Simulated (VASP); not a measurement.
Here is a VASP 6.6.1 calculation.

INCAR

```
SYSTEM = Se
PREC = Accurate ; ENCUT = 520
EDIFF = 1E-6 ; ISMEAR = -1
SIGMA = 0.1 ; LREAL = .FALSE.
LASPH = .TRUE. ; NELM = 100
ALGO = Normal ; ISIF = 2
LWAVE = .FALSE. ; LCHARG = .FALSE.
GGA = RP ; NBANDS = 13
```

Contents of KPOINTS:

```
Automatic mesh
0
G
  11 11 9
  0 0 0
```

Contents of POSCAR:

```
Se
1.0
    3.5613456454      0.0000000000      0.0000000000
   -1.7806728227      3.0842158006      0.0000000000
    0.0000000000      0.0000000000      3.6984779750
Se
2
Direct
    0.3333333333      0.6666666667      0.2500000000
    0.6666666667      0.3333333333      0.7500000000
```

Potentials or basis: VASP PAW PBE potentials, release 64 (Se).

The run is started by

```console
$ cat potpaw_PBE.64/Se/POTCAR > POTCAR
$ mpirun -np 1 vasp_std > vasp.out
```

Q: What does it give for the pressure?

A: 9.9 GPa.

Q: What does it give for the band gap on the k mesh?

A: Zero (bands 6 and 7 overlap by 2.00 eV).

Stress tensor (GPa, compression positive):
```
 8.37  0.00  0.00
 0.00  8.37  0.00
 0.00  0.00 13.04
```

Caveat: the cell stands under pressure; the PAW data sets were made with another functional, which shifts forces and pressure a little.
